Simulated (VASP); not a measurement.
Runs of VASP 6.6.1 on SnSe2. The structure is that of space group P-3m1 (No. 164), or close to it. The cells are those of the table. 

| cell | gap on the mesh (eV) | pressure (GPa) | largest force (eV/Å) |
| --- | --- | --- | --- |
| a = 3.811, b = 3.811, c = 6.136 Å, angles 90.0, 90.0, 120.0°, 3 atoms | (a) | 5.7 | 0.77 |
| a = 3.842, b = 3.842, c = 6.187 Å, angles 90.0, 90.0, 120.0°, 3 atoms | 0.74 | 3.7 | 0.53 |
| a = 3.679, b = 3.679, c = 5.924 Å, angles 90.0, 90.0, 120.0°, 3 atoms | 0.85 | 16.7 | 2.02 |
| a = 3.873, b = 3.873, c = 6.237 Å, angles 90.0, 90.0, 120.0°, 3 atoms | 0.72 | 2.0 | 0.32 |
| a = 3.713, b = 3.713, c = 5.979 Å, angles 90.0, 90.0, 120.0°, 3 atoms | 0.83 | 13.3 | 1.66 |
| a = 3.779, b = 3.779, c = 6.084 Å, angles 90.0, 90.0, 120.0°, 3 atoms | 0.79 | (b) | 1.04 |
| a = 3.746, b = 3.746, c = 6.032 Å, angles 90.0, 90.0, 120.0°, 3 atoms | 0.81 | 10.4 | 1.33 |
| a = 3.934, b = 3.934, c = 6.334 Å, angles 90.0, 90.0, 120.0°, 3 atoms | 0.68 | -0.7 | 0.06 |
| a = 3.904, b = 3.904, c = 6.286 Å, angles 90.0, 90.0, 120.0°, 3 atoms | 0.70 | 0.6 | 0.12 |

Alike in all rows: task single point; level PBE; potentials or basis VASP PAW PBE potentials, release 64 (Sn_d, Se); no spin polarisation; k mesh 6 × 6 × 3; cutoff (eV) 520; smearing gaussian 0.01 eV.

Task: Fill in the values left out.

Result: (a) 0.77; (b) 7.9.

Caveats: spin-orbit coupling is left out, which moves the levels of the heavy elements; this functional lacks dispersion, which binds the layers, so the pressure and a relaxed spacing across them are unreliable; forces of over 1 eV/Å act on the atoms, so gaps and moduli don't describe the material at rest (some runs).

A k mesh can miss the band edges, and the runs leave out spin-orbit coupling on Se, Sn.
